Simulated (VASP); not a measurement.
CaF: single point with PBE

CaF, a sheet with vacuum:

```
Ca F
1.0
     3.72497    0.00000    0.00000
    -1.86248    3.22592    0.00000
     0.00000    0.00000   25.52766
Ca F
1 1
Direct
  0.66667 0.33333 0.31076
  0.00000 0.00000 0.27684
```

* Program: VASP 6.6.1
* Task: single point
* Functional: PBE
* Potentials or basis: VASP PAW PBE potentials, release 64 (Ca_sv, F)
* Cutoff: 520 eV
* k mesh: 8 × 8 × 1
* Occupations: fermi-dirac, width 0.05 eV
* Spin: no spin polarisation
* Dipole correction: no
* k mesh for the DOS: 12 × 12 × 1
* Occupations for the DOS: tetrahedron
* Further INCAR settings: ALGO = Normal; EDIFF = 1e-06; NBANDS = 16

```json
{
  "Valence electrons inside the program's atomic spheres": "Ca 8.07; F 6.09"
}
```

Levels at points of the mesh, in eV from the Fermi level:
| k point | band 5 | band 6 | band 7 | band 8 | band 9 | band 10 | band 11 | band 12 | band 13 | band 14 |
| --- | --- | --- | --- | --- | --- | --- | --- | --- | --- | --- |
| (0.00, 0.00, 0.00) | -23.77 | -7.48 | -7.48 | -7.34 | -1.63 | 1.02 | 1.63 | 2.40 | 2.40 | 2.77 |
| (0.50, 0.00, 0.00) | -23.50 | -7.71 | -7.35 | -7.07 | 0.32 | 1.06 | 1.90 | 2.87 | 3.31 | 3.71 |
| (0.50, 0.50, 0.00) | -23.50 | -7.71 | -7.35 | -7.07 | 0.32 | 1.06 | 1.90 | 2.87 | 3.31 | 3.71 |

Run time: 8.7 min on 1 thread of Intel Xeon 8259CL (shared host), peak memory 0.48 GiB.

Caveat: an odd number of electrons without spin polarisation forces a metal; a magnetic or distorted state may lie lower.
